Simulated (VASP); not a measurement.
Set up this calculation in VASP 6.6.1, as the native input.

```yaml
Task: single point
Functional: PBEsol
Dispersion: D4
Potentials_or_basis: VASP PAW PBE potentials, release 64 (K_sv, Cl)
Cutoff: 520 eV
k_mesh: 6 × 6 × 6
Occupations: methfessel-paxton, width 0.1 eV
Spin: no spin polarisation
Dipole_correction: no
Further_INCAR_settings: ALGO = Normal; EDIFF = 1e-07; NBANDS = 15
```

The structure of KCl (Sylvite) lies in POSCAR:

```
KCl
1.0
    0.0000000000      3.1464700000      3.1464700000
    3.1464700000      0.0000000000      3.1464700000
    3.1464700000      3.1464700000      0.0000000000
K Cl
1 1
Direct
    0.0002825051     -0.0008561592     -0.0013799000
    0.5000894949      0.4991771592      0.4986849000
```

This cell differs from its parent crystal: atoms moved at random.

These files were run (other wordings do the same):

INCAR

```
ALGO = Normal
EDIFF = 1E-7
ENCUT = 520
GGA = PS
ISIF = 2
ISMEAR = 1
IVDW = 13
LASPH = True
LCHARG = False
LREAL = False
LWAVE = False
NBANDS = 15
NELM = 60
PREC = Accurate
SIGMA = 0.1
```

KPOINTS

```
k-points
0
Gamma
  6 6 6
```

Potentials or basis: VASP PAW PBE potentials, release 64 (K_sv, Cl).

Run with:

```sh
$ cat potpaw_PBE.64/K_sv/POTCAR potpaw_PBE.64/Cl/POTCAR > POTCAR
$ mpirun -np 1 vasp_std > vasp.out
```

It gave:

```yaml
Pressure: -0.7 GPa
Band_gap_on_the_k_mesh: 5.02 eV, direct
Dispersion_energy_per_atom: -0.064 eV
```

Caveat: the cell differs from its parent crystal (atoms moved at random); the PAW data sets were made with another functional, which shifts forces and pressure a little.

Wall time 44 s on 1 thread of Intel(R) Xeon(R) 6975P-C (Granite Rapids) (shared host), peak memory 0.26 GiB.
